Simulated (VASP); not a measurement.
# CoSi2 in VASP: notebook

Runs on CoSi2. Level: PBE. Tasks: electric field gradients.

All numbers are computed with VASP 6.6.1; they aren't measurements. Logs are shortened: lines on timing, memory, paths and dates and some standing lists are left out, and cuts for length are marked.

### 1 The cell of the first run

Symmetry: Fm-3m, No. 225, cubic system. Conventional cell: a = 5.436 Å, b = 5.436 Å, c = 5.436 Å, α = 90.00°, β = 90.00°, γ = 90.00°. Within 3.1 Å of Co (site symmetry m-3m) lie 8 Si at 2.35 Å. Si (site symmetry -43m) has 4 Co at 2.35 Å and 6 Si at 2.72 Å within 3.1 Å.

### 2 Electric field gradients, PBE, collinear spin, ferromagnetic start (volume scaled by 1.04)

Contents of INCAR:

```
SYSTEM = CoSi2
ALGO = Normal
EDIFF = 1E-8
ENCUT = 520
GGA = PE
ISIF = 2
ISMEAR = -1
ISPIN = 2
LASPH = .True.
LCHARG = .False.
LEFG = .True.
LMAXMIX = 4
LORBIT = 11
LREAL = .False.
LWAVE = .False.
MAGMOM = 2 0 0
NBANDS = 20
NELM = 150
PREC = Accurate
SIGMA = 0.05
```

Contents of KPOINTS:

```
k-points
0
Gamma
  11 11 11
  0 0 0
```

Contents of POSCAR:

```
CoSi2
1.0
    0.0000000000      2.7178001008      2.7178001008
    2.7178001008      0.0000000000      2.7178001008
    2.7178001008      2.7178001008      0.0000000000
Co Si
1 2
Direct
    0.0000000000      0.0000000000      0.0000000000
    0.2500000000      0.2500000000      0.2500000000
    0.7500000000      0.7500000000      0.7500000000
```

Potentials or basis: VASP PAW PBE potentials, release 64 (Co, Si).

The run is started by

```
cat potpaw_PBE.64/Co/POTCAR potpaw_PBE.64/Si/POTCAR > POTCAR
mpirun -np 1 vasp_std > vasp.out
```

OUTCAR:

```text
SYSTEM = CoSi2
   EDIFF = 1E-8
   ENCUT = 520
   GGA = PE
   ISIF = 2
   ISMEAR = -1
   ISPIN = 2
   LASPH = .True.
   LORBIT = 11
   LREAL = .False.
   NELM = 150
   PREC = Accurate

 ion  position               nearest neighbor table
   1  0.000  0.000  0.000-   3 2.35   3 2.35   3 2.35   2 2.35   3 2.35   2 2.35   2 2.35   2 2.35

   2  0.250  0.250  0.250-   1 2.35   1 2.35   1 2.35   1 2.35   3 2.72   3 2.72   3 2.72   3 2.72
                             3 2.72   3 2.72
   3  0.750  0.750  0.750-   1 2.35   1 2.35   1 2.35   1 2.35   2 2.72   2 2.72   2 2.72   2 2.72
                             2 2.72   2 2.72

  LATTYP: Found a face centered cubic cell.
 ALAT       =     5.4356002016

  Lattice vectors:

 A1 = (   0.0000000000,   2.7178001008,   2.7178001008)
 A2 = (   2.7178001008,   0.0000000000,   2.7178001008)
 A3 = (   2.7178001008,   2.7178001008,   0.0000000000)

Analysis of symmetry for initial positions (statically):
=====================================================================
 Subroutine PRICEL returns:
 Original cell was already a primitive cell.

 Routine SETGRP: Setting up the symmetry group for a
 face centered cubic supercell.

 Subroutine GETGRP returns: Found 48 space group operations
 (whereof 48 operations were pure point group operations)
 out of a pool of 48 trial point group operations.

The static configuration has the point symmetry O_h .

Analysis of symmetry for dynamics (positions and initial velocities):
=====================================================================
 Subroutine PRICEL returns:
 Original cell was already a primitive cell.

 Routine SETGRP: Setting up the symmetry group for a
 face centered cubic supercell.

 Subroutine GETGRP returns: Found 48 space group operations
 (whereof 48 operations were pure point group operations)
 out of a pool of 48 trial point group operations.

The dynamic configuration has the point symmetry O_h .

Analysis of structural, dynamic, and magnetic symmetry:
=====================================================================
 Subroutine PRICEL returns:
 Original cell was already a primitive cell.

 Routine SETGRP: Setting up the symmetry group for a
 face centered cubic supercell.

[... 715 lines left out ...]
     20      25.2340      0.00000

 [... further k-points ...]

 spin component 2

 k-point     1 :       0.0000    0.0000    0.0000
  band No.  band energies     occupation
      1      -3.2794      1.00000
      2       5.6233      1.00000
      3       5.6233      1.00000
      4       5.6233      1.00000
      5       7.7395      1.00000
      6       7.7395      1.00000
[... 541 lines left out ...]
     19      23.3356      0.00000
     20      25.2340      0.00000

 [... further k-points ...]
[... 5 lines left out ...]
  --------------------------------------------------------------------------------------
  -------------------------------------------------------------------------------------
  Total       -1.7500232     -1.7500232     -1.7500232     -0.0000000     -0.0000000     -0.0000000
  in kB      -69.8347956    -69.8347956    -69.8347956     -0.0000000     -0.0000000     -0.0000000
  external PRESSURE =     -69.8347956 kB  Pullay stress =       0.0000000 kB

 VOLUME and BASIS-vectors are now :
 -----------------------------------------------------------------------------
  energy-cutoff  :      520.00
  volume of cell :       40.15
      direct lattice vectors                 reciprocal lattice vectors
     0.000000000  2.717800101  2.717800101    -0.183972324  0.183972324  0.183972324
     2.717800101  0.000000000  2.717800101     0.183972324 -0.183972324  0.183972324
     2.717800101  2.717800101  0.000000000     0.183972324  0.183972324 -0.183972324

 POSITION                                       TOTAL-FORCE (eV/Angst)
 -----------------------------------------------------------------------------------
      0.00000      0.00000      0.00000         0.000000     -0.000000     -0.000000
      1.35890      1.35890      1.35890         0.000000      0.000000      0.000000
      4.07670      4.07670      4.07670        -0.000000     -0.000000     -0.000000
 -----------------------------------------------------------------------------------
    total drift:                                0.000000     -0.000000     -0.000000

  FREE ENERGIE OF THE ION-ELECTRON SYSTEM (eV)
  ---------------------------------------------------
  free  energy   TOTEN  =       -19.2617405491 eV

  energy  without entropy=      -19.2527762156  energy(sigma->0) =      -19.25725838

 Electric field gradients (V/A^2)
---------------------------------------------------------------------
 ion       V_xx      V_yy      V_zz      V_xy      V_xz      V_yz
---------------------------------------------------------------------
   1      -0.000     0.000    -0.000     0.001     0.001     0.001
   2       0.000     0.000    -0.000     0.000     0.000     0.000
   3       0.000     0.000    -0.000     0.000     0.000     0.000
---------------------------------------------------------------------

 Electric field gradients after diagonalization (V/A^2)
 (convention: |V_zz| > |V_xx| > |V_yy|)
----------------------------------------------------------------------
 ion       V_xx      V_yy      V_zz     asymmetry (V_yy - V_xx)/ V_zz
----------------------------------------------------------------------
   1      -0.001    -0.001     0.002       0.000
   2      -0.000    -0.000     0.000       0.000
   3      -0.000    -0.000     0.000       0.000
----------------------------------------------------------------------

           NMR quadrupolar parameters

 Cq : quadrupolar parameter    Cq=e*Q*V_zz/h
 eta: asymmetry parameters     (V_yy - V_xx)/ V_zz
 Q  : nuclear electric quadrupole moment in mb (millibarn)
----------------------------------------------------------------------
 ion       Cq(MHz)       eta       Q (mb)
----------------------------------------------------------------------
   1       0.000       0.000       1.000
   2       0.000       0.000       1.000
   3       0.000       0.000       1.000
----------------------------------------------------------------------

 total charge

# of ion       s       p       d       tot
------------------------------------------
    1        0.518   0.668   7.551   8.737
    2        0.719   0.845   0.000   1.564
    3        0.719   0.845   0.000   1.564
--------------------------------------------------
tot          1.955   2.358   7.551  11.864

 magnetization (x)

# of ion       s       p       d       tot
------------------------------------------
    1       -0.000   0.000   0.000   0.000
    2        0.000  -0.000   0.000  -0.000
    3        0.000  -0.000   0.000  -0.000
--------------------------------------------------
tot         -0.000  -0.000   0.000   0.000
```

stdout:

```text
POSCAR found type information on POSCAR CoSi
 POSCAR found :  2 types and       3 ions
 scaLAPACK will be used
 LDA part: xc-table for (Slater+PW92), standard interpolation
 POSCAR, INCAR and KPOINTS ok, starting setup
 FFT: planning ... GRIDC
 FFT: planning ... GRID_SOFT
 FFT: planning ... GRID
 WAVECAR not read
 entering main loop
ion   1

ion   2

ion   3
```

Wall time 3.8 min (1 thread of Intel Xeon 8259CL, shared host); peak memory 0.23 GiB.

What came out:

* Free energy: -19.2617 eV
* Pressure: -7.0 GPa
* Net moment: 0.00 μB per cell
* Valence electrons inside the program's atomic spheres: Co 8.74; Si 1.56

Caveat: the starting moments collapsed, and a magnetic state may lie lower; without QUAD_EFG the Cq values of the log hold for a quadrupole moment of 1 mb, not for the nuclei.

### 3 Electric field gradients, PBE, collinear spin, ferromagnetic start (volume scaled by 1.04)

Contents of INCAR:

```
  ALGO = Normal
  EDIFF = 1E-8
  ENCUT = 520
  GGA = PE
  ISIF = 2
  ISMEAR = -1
  ISPIN = 2
  LASPH = T
  LCHARG = F
  LEFG = T
  LMAXMIX = 4
  LORBIT = 11
  LREAL = F
  LWAVE = F
  MAGMOM = 2 0 0
  NBANDS = 20
  NELM = 150
  PREC = Accurate
  SIGMA = 0.05
```

Contents of KPOINTS:

```
k-points
0
Gamma
  11 11 11
```

POSCAR is that of step 2.

Potentials or basis: VASP PAW PBE potentials, release 64 (Co, Si).

The run is started by

```
cat potpaw_PBE.64/Co/POTCAR potpaw_PBE.64/Si/POTCAR > POTCAR
mpirun -np 1 vasp_std > vasp.out
```

OUTCAR:

```text
EDIFF = 1E-8
   ENCUT = 520
   GGA = PE
   ISIF = 2
   ISMEAR = -1
   ISPIN = 2
   LASPH = T
   LORBIT = 11
   LREAL = F
   NELM = 150
   PREC = Accurate

 ion  position               nearest neighbor table
   1  0.000  0.000  0.000-   3 2.35   3 2.35   3 2.35   2 2.35   3 2.35   2 2.35   2 2.35   2 2.35

   2  0.250  0.250  0.250-   1 2.35   1 2.35   1 2.35   1 2.35   3 2.72   3 2.72   3 2.72   3 2.72
                             3 2.72   3 2.72
   3  0.750  0.750  0.750-   1 2.35   1 2.35   1 2.35   1 2.35   2 2.72   2 2.72   2 2.72   2 2.72
                             2 2.72   2 2.72

  LATTYP: Found a face centered cubic cell.
 ALAT       =     5.4356002016

  Lattice vectors:

 A1 = (   0.0000000000,   2.7178001008,   2.7178001008)
 A2 = (   2.7178001008,   0.0000000000,   2.7178001008)
 A3 = (   2.7178001008,   2.7178001008,   0.0000000000)

Analysis of symmetry for initial positions (statically):
=====================================================================
 Subroutine PRICEL returns:
 Original cell was already a primitive cell.

 Routine SETGRP: Setting up the symmetry group for a
[... 1335 lines left out ...]

  energy  without entropy=      -19.2527762156  energy(sigma->0) =      -19.25725838

 Electric field gradients (V/A^2)
---------------------------------------------------------------------
 ion       V_xx      V_yy      V_zz      V_xy      V_xz      V_yz
---------------------------------------------------------------------
   1      -0.000     0.000    -0.000     0.001     0.001     0.001
   2       0.000     0.000    -0.000     0.000     0.000     0.000
   3       0.000     0.000    -0.000     0.000     0.000     0.000
---------------------------------------------------------------------

 Electric field gradients after diagonalization (V/A^2)
 (convention: |V_zz| > |V_xx| > |V_yy|)
----------------------------------------------------------------------
 ion       V_xx      V_yy      V_zz     asymmetry (V_yy - V_xx)/ V_zz
----------------------------------------------------------------------
   1      -0.001    -0.001     0.002       0.000
   2      -0.000    -0.000     0.000       0.000
   3      -0.000    -0.000     0.000       0.000
----------------------------------------------------------------------

           NMR quadrupolar parameters

 Cq : quadrupolar parameter    Cq=e*Q*V_zz/h
 eta: asymmetry parameters     (V_yy - V_xx)/ V_zz
 Q  : nuclear electric quadrupole moment in mb (millibarn)
----------------------------------------------------------------------
 ion       Cq(MHz)       eta       Q (mb)
----------------------------------------------------------------------
   1       0.000       0.000       1.000
   2       0.000       0.000       1.000
   3       0.000       0.000       1.000
----------------------------------------------------------------------

 total charge

# of ion       s       p       d       tot
------------------------------------------
    1        0.518   0.668   7.551   8.737
    2        0.719   0.845   0.000   1.564
    3        0.719   0.845   0.000   1.564
--------------------------------------------------
tot          1.955   2.358   7.551  11.864

 magnetization (x)

# of ion       s       p       d       tot
------------------------------------------
    1       -0.000   0.000   0.000   0.000
    2        0.000  -0.000   0.000  -0.000
    3        0.000  -0.000   0.000  -0.000
--------------------------------------------------
tot         -0.000  -0.000   0.000   0.000
```

OSZICAR:

```text
N       E                     dE             d eps       ncg     rms          rms(c)
DAV:   1     0.686208802656E+02    0.68621E+02   -0.65377E+03  4488   0.798E+02
DAV:   2    -0.157676520718E+02   -0.84389E+02   -0.73738E+02  4760   0.184E+02
DAV:   3    -0.203004000154E+02   -0.45327E+01   -0.43789E+01  5456   0.456E+01
[... 11 lines left out ...]
DAV:  15    -0.192617405366E+02   -0.10156E-05   -0.21947E-06  4992   0.860E-03    0.544E-03
DAV:  16    -0.192617404189E+02    0.11769E-06   -0.15369E-07  5292   0.363E-03    0.157E-03
DAV:  17    -0.192617404632E+02   -0.44340E-07   -0.10793E-08  4304   0.102E-03    0.893E-04
DAV:  18    -0.192617405282E+02   -0.64989E-07   -0.42202E-09  3524   0.679E-04    0.182E-04
DAV:  19    -0.192617405484E+02   -0.20158E-07   -0.20424E-09  2776   0.346E-04    0.631E-05
DAV:  20    -0.192617405491E+02   -0.75761E-09   -0.31333E-10  2700   0.139E-04
   1 F= -.19261741E+02 E0= -.19257258E+02  d E =-.896433E-02  mag=     0.0000
```

stdout:

```text
POSCAR found type information on POSCAR CoSi
 POSCAR found :  2 types and       3 ions
 scaLAPACK will be used
 LDA part: xc-table for (Slater+PW92), standard interpolation
 POSCAR, INCAR and KPOINTS ok, starting setup
 FFT: planning ... GRIDC
 FFT: planning ... GRID_SOFT
 FFT: planning ... GRID
 WAVECAR not read
 entering main loop
ion   1

ion   2

ion   3
```

Run time: 3.8 min. Hardware: 1 thread of Intel Xeon 8259CL, shared host; peak memory 0.23 GiB.

Results:

```
Free energy                                           : -19.2617 eV
Pressure                                              : -7.0 GPa
Net moment                                            : 0.00 μB per cell
Valence electrons inside the program's atomic spheres : Co 8.74; Si 1.56
```

Levels at points of the mesh, in eV from the Fermi level:
Spin up:
```tsv
k point	band 7	band 8	band 9	band 10	band 11	band 12
(0.00, 0.00, 0.00)	0.34	3.24	3.24	3.24	3.44	3.44
```
Spin down:
```csv
k point,band 6,band 7,band 8,band 9,band 10,band 11,band 12,band 13
"(0.00, 0.00, 0.00)",-1.76,0.34,3.24,3.24,3.24,3.44,3.44,3.44
```

Caveat: the starting moments collapsed, and a magnetic state may lie lower; without QUAD_EFG the Cq values of the log hold for a quadrupole moment of 1 mb, not for the nuclei.

(Part 1 of 2 ends here.)
